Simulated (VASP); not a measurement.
# Mo3W (P6_3/mmc) in VASP: further runs, part 2 of 2

VASP 6.6.1.

**4. Relaxation of cell and atoms, PBE**

Contents of INCAR:

```
PREC     = Accurate       # precision mode
ENCUT    = 500            # plane-wave cutoff, eV
EDIFF    = 1E-7           # SCF threshold, eV
ISMEAR   = 0              # smearing method
SIGMA    = 0.1            # smearing width, eV
LREAL    = False          # projectors in reciprocal space
LASPH    = True           # aspherical terms in the spheres
NELM     = 120            # most SCF steps
ALGO     = Normal         # electronic algorithm
ISIF     = 3              # what is computed and relaxed
LWAVE    = False          # write WAVECAR
LCHARG   = False          # write CHGCAR
GGA      = PE             # functional
IBRION   = 2              # ionic algorithm
NSW      = 100            # ionic steps
EDIFFG   = -0.01          # ionic threshold
GGA_COMPAT= False        
NELMIN   = 4            
KPAR     = 4
```

Contents of KPOINTS:

```
regular mesh
0
Gamma
  12 12 8
```

Contents of POSCAR:

```
Mo3W
1.0
    5.5106102997      0.0000000000      0.0000000000
   -2.7553051499      4.7723285099      0.0000000000
    0.0000000000      0.0000000000      4.9262565154
Mo W
6 2
Direct
    0.1668030988      0.3336061977      0.2500000000
    0.6663938023      0.8331969012      0.2500000000
    0.1668030988      0.8331969012      0.2500000000
    0.8331969012      0.6663938023      0.7500000000
    0.3336061977      0.1668030988      0.7500000000
    0.8331969012      0.1668030988      0.7500000000
    0.3333333333      0.6666666667      0.7500000000
    0.6666666667      0.3333333333      0.2500000000
```

Potentials or basis: VASP PAW PBE potentials, release 64 (Mo_sv, W_sv).

Launch:

```console
$ cat potpaw_PBE.64/Mo_sv/POTCAR potpaw_PBE.64/W_sv/POTCAR > POTCAR
$ mpirun -np 4 vasp_std > vasp.out
```

OUTCAR:

```text
PREC = Accurate
   ENCUT = 500
   EDIFF = 1E-7
   ISMEAR = 0
   LREAL = False
   LASPH = True
   NELM = 120
   ISIF = 3
   GGA = PE
   IBRION = 2
   NSW = 100
   EDIFFG = -0.01
   NELMIN = 4

 ion  position               nearest neighbor table
   1  0.167  0.334  0.250-   2 2.75   3 2.75   8 2.76   8 2.76   2 2.76   3 2.76   7 2.93   7 2.93
                             6 2.93   6 2.93   5 2.93   5 2.93
   2  0.666  0.833  0.250-   1 2.75   3 2.75   8 2.76   8 2.76   1 2.76   3 2.76   7 2.93   7 2.93
                             6 2.93   6 2.93   4 2.93   4 2.93
   3  0.167  0.833  0.250-   2 2.75   1 2.75   8 2.76   8 2.76   2 2.76   1 2.76   7 2.93   7 2.93
                             4 2.93   4 2.93   5 2.93   5 2.93
   4  0.833  0.666  0.750-   5 2.75   6 2.75   7 2.76   7 2.76   5 2.76   6 2.76   8 2.93   8 2.93
                             3 2.93   3 2.93   2 2.93   2 2.93
   5  0.334  0.167  0.750-   4 2.75   6 2.75   7 2.76   7 2.76   4 2.76   6 2.76   8 2.93   8 2.93
                             3 2.93   3 2.93   1 2.93   1 2.93
   6  0.833  0.167  0.750-   5 2.75   4 2.75   7 2.76   7 2.76   5 2.76   4 2.76   8 2.93   8 2.93
                             1 2.93   1 2.93   2 2.93   2 2.93
   7  0.333  0.667  0.750-   4 2.76   5 2.76   6 2.76   6 2.76   4 2.76   5 2.76   2 2.93   2 2.93
                             1 2.93   1 2.93   3 2.93   3 2.93
   8  0.667  0.333  0.250-   1 2.76   2 2.76   3 2.76   3 2.76   1 2.76   2 2.76   5 2.93   5 2.93
                             4 2.93   4 2.93   6 2.93   6 2.93

  LATTYP: Found a hexagonal cell.
 ALAT       =     5.5106102997
 C/A-ratio  =     0.8939584270

  Lattice vectors:

 A1 = (   5.5106102997,   0.0000000000,   0.0000000000)
 A2 = (  -2.7553051499,   4.7723285099,   0.0000000000)
 A3 = (   0.0000000000,   0.0000000000,   4.9262565154)

Analysis of symmetry for initial positions (statically):
=====================================================================
 Subroutine PRICEL returns:
 Original cell was already a primitive cell.

 Routine SETGRP: Setting up the symmetry group for a
 hexagonal supercell.

 Subroutine GETGRP returns: Found 24 space group operations
 (whereof 12 operations were pure point group operations)
 out of a pool of 24 trial point group operations.

The static configuration has the point symmetry D_3d.
 The point group associated with its full space group is D_6h.

Analysis of symmetry for dynamics (positions and initial velocities):
=====================================================================
 Subroutine PRICEL returns:
 Original cell was already a primitive cell.

 Routine SETGRP: Setting up the symmetry group for a
 hexagonal supercell.

 Subroutine GETGRP returns: Found 24 space group operations
 (whereof 12 operations were pure point group operations)
 out of a pool of 24 trial point group operations.

The dynamic configuration has the point symmetry D_3d.
 The point group associated with its full space group is D_6h.

 Subroutine INISYM returns: Found 24 space group operations
 (whereof 12 operations are pure point group operations),
 and found     1 'primitive' translations

----------------------------------------------------------------------------------------

[... 85 lines left out ...]
 [... further k-points ...]
   k-points           NKPTS =     95   k-points in BZ     NKDIM =     95   number of bands    NBANDS=     67
   number of dos      NEDOS =    301   number of ions     NIONS =      8
   total plane-waves  NPLWV =  57600
   dimension x,y,z NGX =    40 NGY =   40 NGZ =   36
   dimension x,y,z NGXF=    80 NGYF=   80 NGZF=   72
   ions per type =               6   2
   NGX,Y,Z   is equivalent  to a cutoff of  12.07, 12.07, 12.15 a.u.
   NGXF,Y,Z  is equivalent  to a cutoff of  24.13, 24.13, 24.30 a.u.
 SYSTEM =  unknown system
   PREC   = accura    normal or accurate (medium, high low for compatibility)
   ISTART =      0    job   : 0-new  1-cont  2-samecut
   ICHARG =      2    charge: 1-file 2-atom 10-const
   ISPIN  =      1    spin polarized calculation?
   LNONCOLLINEAR =      F non collinear calculations
   LSORBIT =      F    spin-orbit coupling
   LASPH  =      T    aspherical Exc in radial PAW
   ENCUT  =  500.0 eV  36.75 Ry    6.06 a.u.  10.05 10.05  8.98*2*pi/ulx,y,z
   NELM   =    120;   NELMIN=  4; NELMDL= -5     # of ELM steps
   EDIFF  = 0.1E-06   stopping-criterion for ELM
   LREAL  =      F    real-space projection
   EDIFFG = -.1E-01   stopping-criterion for IOM
   NSW    =    100    number of steps for IOM
   IBRION =      2    ionic relax: 0-MD 1-quasi-New 2-CG
   NFREE  =      1    steps in history (QN), initial steepest desc. (CG)
   ISIF   =      3    stress and relaxation
   ISYM   =      2    0-nonsym 1-usesym 2-fastsym
   POTIM  = 0.5000    time-step for ionic-motion
   TEBEG  =    0.0;   TEEND  =   0.0 temperature during run
   PSTRESS=    0.0 pullay stress
   NELECT =     112.0000    total number of electrons
   NUPDOWN=      -1.0000    fix difference up-down
   EMIN   =  10.00;   EMAX   =-10.00  energy-range for DOS
   EFERMI =   0.00;   METHOD = LEGACY
   ISMEAR =     0;   SIGMA  =   0.10  broadening in eV -4-tet -1-fermi 0-gaus
   EFERMI_NEDOS =   21; number of points for ismear=-14 and -15
   IALGO  =     38    algorithm
   IMIX   =      4    mixing-type and parameters
     AMIX     =   0.40;   BMIX     =  1.00
     AMIX_MAG =   1.60;   BMIX_MAG =  1.00
  volume/ion in A,a.u.               =      16.19       109.28
  Fermi-wavevector in a.u.,A,eV,Ry     =   1.559547  2.947117 33.091914  2.432187
  Thomas-Fermi vector in A             =   2.662889
   LORBIT       =      0    0 simple, 1 ext, 2 COOP (PROOUT), +10 PAW based schemes
   GGA     = PE    functional components
   LHFCALC =     F    Hartree Fock is set to
   AEXX    =    0.0000 exact exchange contribution
   IVDW    =     0    specifies the selected vdW correction
   LEPSILON=     F    determine dielectric tensor
   LRPA    =     F    only Hartree local field effects (RPA)
 conjugate gradient relaxation of ions
 non-spin polarized calculation
 Gauss-broadening in eV      SIGMA  =   0.10
  energy-cutoff  :      500.00
  volume of cell :      129.55
 maximum number of plane-waves:      3316
   NGX = 21   NGY = 21   NGZ = 17

--------------------------------------- Ionic step        1  -------------------------------------------

 number of electron     111.9999986 magnetization

 Free energy of the ion-electron system (eV)
  ---------------------------------------------------
  ext. energy  EPLUGINS =         0.00000000
  ---------------------------------------------------
  free energy    TOTEN  =       -87.91004766 eV

  energy without entropy =      -87.86627647  energy(sigma->0) =      -87.88816207

------------------------ aborting loop because EDIFF is reached ----------------------------------------

  FORCE on cell =-STRESS in cart. coord.  units (eV):
  Direction    XX          YY          ZZ          XY          YZ          ZX
  --------------------------------------------------------------------------------------
  -------------------------------------------------------------------------------------
  Total        1.2517677      1.2517677     -0.0839403     -0.0000000     -0.0000000      0.0000000
  in kB       15.4805811     15.4805811     -1.0380882     -0.0000000     -0.0000000      0.0000000
  external PRESSURE =       9.9743580 kB  Pullay stress =       0.0000000 kB
[... 239 lines left out ...]
--------------------------------------- Ionic step        7  -------------------------------------------

 number of electron     111.9999991 magnetization

 Free energy of the ion-electron system (eV)
  ---------------------------------------------------
  ext. energy  EPLUGINS =         0.00000000
  ---------------------------------------------------
  free energy    TOTEN  =       -87.91387773 eV

  energy without entropy =      -87.86932695  energy(sigma->0) =      -87.89160234

 E-fermi :  11.4485     XC(G=0): -13.2356

 val. band max:       11.4467253602   @ k =   0.4167   0.1667   0.0000
 cond. band min:      11.4550112663   @ k =   0.0000   0.0000   0.2500
 fundamental gap:      0.0082859061
 Fermi energy:        11.4485218028

 k-point     1 :       0.0000    0.0000    0.0000
  band No.  band energies     occupation
      1     -62.2745      2.00000
      2     -62.2735      2.00000
      3     -49.3171      2.00000
      4     -49.2182      2.00000
      5     -49.1447      2.00000
      6     -49.1447      2.00000
[... 1669 lines left out ...]
     66      13.8029      0.00000
     67      14.1917      0.00000

 [... further k-points ...]

------------------------ aborting loop because EDIFF is reached ----------------------------------------

  FORCE on cell =-STRESS in cart. coord.  units (eV):
  Direction    XX          YY          ZZ          XY          YZ          ZX
  --------------------------------------------------------------------------------------
  -------------------------------------------------------------------------------------
  Total        0.0019085      0.0019085      0.0064319     -0.0000000      0.0000000      0.0000000
  in kB        0.0235245      0.0235245      0.0792819     -0.0000000      0.0000000      0.0000000
  external PRESSURE =       0.0421103 kB  Pullay stress =       0.0000000 kB
[... 23 lines left out ...]
  FREE ENERGIE OF THE ION-ELECTRON SYSTEM (eV)
  ---------------------------------------------------
  free  energy   TOTEN  =       -87.9138777267 eV

  energy  without entropy=      -87.8693269538  energy(sigma->0) =      -87.89160234

 reached required accuracy - stopping structural energy minimisation
```

Run time: 8.3 min. Hardware: 4 MPI ranks of Intel Xeon 6975P-C (Granite Rapids), shared host; peak memory 0.63 GiB.

What came out:

| Item | Value |
| --- | --- |
| Free energy | -87.9139 eV |
| Relaxed volume | 16.25 Å³/atom |
| Relaxed cell | a = 5.526 Å, b = 5.526 Å, c = 4.915 Å, α = 90.00°, β = 90.00°, γ = 120.00° |
| Space group after relaxing (to 0.1 Å) | P6_3/mmc (No. 194) |
| Energy gained by relaxing | 0.5 meV/atom |
| Ionic steps | 7 |
| Pressure after relaxing | 0.0 GPa |
| Largest force after relaxing | 0.003 eV/Å |
| Band gap on the k mesh | zero (bands 56 and 57 overlap by 1.73 eV) |

Forces on the atoms (eV/Å):
```
Mo   0.000  0.003  0.000
Mo  -0.003 -0.002  0.000
Mo   0.003 -0.002  0.000
Mo   0.000 -0.003  0.000
Mo   0.003  0.002  0.000
Mo  -0.003  0.002  0.000
W    0.000  0.000  0.000
W    0.000  0.000  0.000
```

Step by step:
```tsv
step	energy change (eV)	largest force (eV/Å)	pressure (GPa)	volume (Å³)
1	0.0000	0.0247	1.00	129.55
2	0.0104	0.0044	-2.83	131.45
3	-0.0030	0.0175	-0.28	130.17
4	-0.0030	0.0176	-0.25	130.15
5	-0.0038	0.0029	0.11	129.91
6	-0.0039	0.0010	0.04	129.96
7	-0.0038	0.0031	0.00	129.98
```

Final structure:
```yaml
crystal:
  lattice:
    - [5.52589, 0.00000, 0.00000]
    - [-2.76294, 4.78556, 0.00000]
    - [0.00000, 0.00000, 4.91523]
  atoms:
    - { symbol: Mo, position: [0.16691, 0.33381, 0.25000] }
    - { symbol: Mo, position: [0.66619, 0.83309, 0.25000] }
    - { symbol: Mo, position: [0.16691, 0.83309, 0.25000] }
    - { symbol: Mo, position: [0.83309, 0.66619, 0.75000] }
    - { symbol: Mo, position: [0.33381, 0.16691, 0.75000] }
    - { symbol: Mo, position: [0.83309, 0.16691, 0.75000] }
    - { symbol: W, position: [0.33333, 0.66667, 0.75000] }
    - { symbol: W, position: [0.66667, 0.33333, 0.25000] }
```

Caveat: spin-orbit coupling is left out, which moves the levels of the heavy elements.

**5. Summary**

```csv
task,cell,k mesh,gap on the mesh (eV),pressure (GPa),relaxed volume (Å³/atom)
single point,"a = 5.511, b = 5.511, c = 4.926 Å, angles 90.0, 90.0, 120.0°, 8 atoms",6 × 6 × 4,none,0.5,-
relaxation of cell and atoms,"relaxed from a = 6.583, b = 6.583, c = 5.066 Å, angles 90.0, 90.0, 120.0°, 8 atoms",3 × 3 × 4,none,0.3,16.10
relaxation of cell and atoms,"relaxed from a = 5.511, b = 5.511, c = 4.926 Å, angles 90.0, 90.0, 120.0°, 8 atoms",12 × 12 × 8,none,0.0,16.25
```

Alike in all rows: level PBE; potentials or basis VASP PAW PBE potentials, release 64 (Mo_sv, W_sv); no spin polarisation; cutoff (eV) 500; smearing gaussian 0.1 eV.

Caveats: some runs use coarse meshes; spin-orbit coupling is left out, which moves the levels of the heavy elements; the volume moved by over 15 % at a fixed basis, so the end points are rough (at least some runs).

Absolute energies hang on the potentials; compare differences alone.
